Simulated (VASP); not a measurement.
Input of a VASP 6.6.1 run:

File INCAR:

```
PREC = Accurate
ENCUT = 520
EDIFF = 1E-8
ISMEAR = -1
SIGMA = 0.05
LREAL = F
LASPH = T
NELM = 120
ALGO = Normal
ISIF = 2
LWAVE = F
LCHARG = F
GGA = PE
LEFG = T
NBANDS = 15
GGA_COMPAT = F
```

KPOINTS

```
Automatic mesh
0
Gamma
  11 11 11
```

File POSCAR:

```
KF
1.0
    0.0000000000      2.9748020074      2.9748020074
    2.9748020074      0.0000000000      2.9748020074
    2.9748020074      2.9748020074      0.0000000000
K F
1 1
Direct
    0.0000000000      0.0000000000      0.0000000000
    0.2500000000      0.2500000000      0.2500000000
```

Potentials or basis: VASP PAW PBE potentials, release 64 (K_sv, F).

Command:

```bash
$ cat potpaw_PBE.64/K_sv/POTCAR potpaw_PBE.64/F/POTCAR > POTCAR
$ mpirun -np 1 vasp_std > vasp.out
```

(1) Predict the pressure.

(2) Predict the band gap on the k mesh.

Results:

(1) 0.0 GPa.

(2) 5.06 eV (least direct gap 5.23 eV).

Caveat: an odd mesh through Γ misses points on the zone boundary, where band edges can lie.
